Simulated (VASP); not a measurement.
Input of a VASP 6.6.1 run:

The input INCAR:

```
PREC = Accurate ; ENCUT = 520
EDIFF = 1E-6 ; ISMEAR = 0
SIGMA = 0.15 ; LREAL = False
LASPH = True ; NELM = 60
ALGO = Fast ; ISIF = 2
LWAVE = False ; LCHARG = True
GGA = PE ; LELF = True
LVHAR = True ; NBANDS = 16
```

File KPOINTS:

```
regular mesh
0
Gamma
  14 14 14
```

The input POSCAR:

```
Al2Cu
1.0
   -2.1161614991      2.1161614991      2.6890032877
    2.1161614991     -2.1161614991      2.6890032877
    2.1161614991      2.1161614991     -2.6890032877
Al Cu
2 1
Direct
    0.7500000000      0.2500000000      0.5000000000
    0.2500000000      0.7500000000      0.5000000000
    0.5000000000      0.5000000000      0.0000000000
```

Potentials or basis: VASP PAW PBE potentials, release 64 (Al, Cu).

Launch:

```sh
$ cat potpaw_PBE.64/Al/POTCAR potpaw_PBE.64/Cu/POTCAR > POTCAR
$ mpirun -np 1 vasp_std > vasp.out
```

(1) Predict the band gap on the k mesh.

(2) Predict the pressure.

Answers

(1) zero (an odd number of electrons rules out a gap without spin polarisation).

(2) 1.4 GPa.

Caveat: the cell differs from its parent crystal (strain +e along x and -e along y +0.0000, strain +e along z and -e/2 along x and y -0.0700).
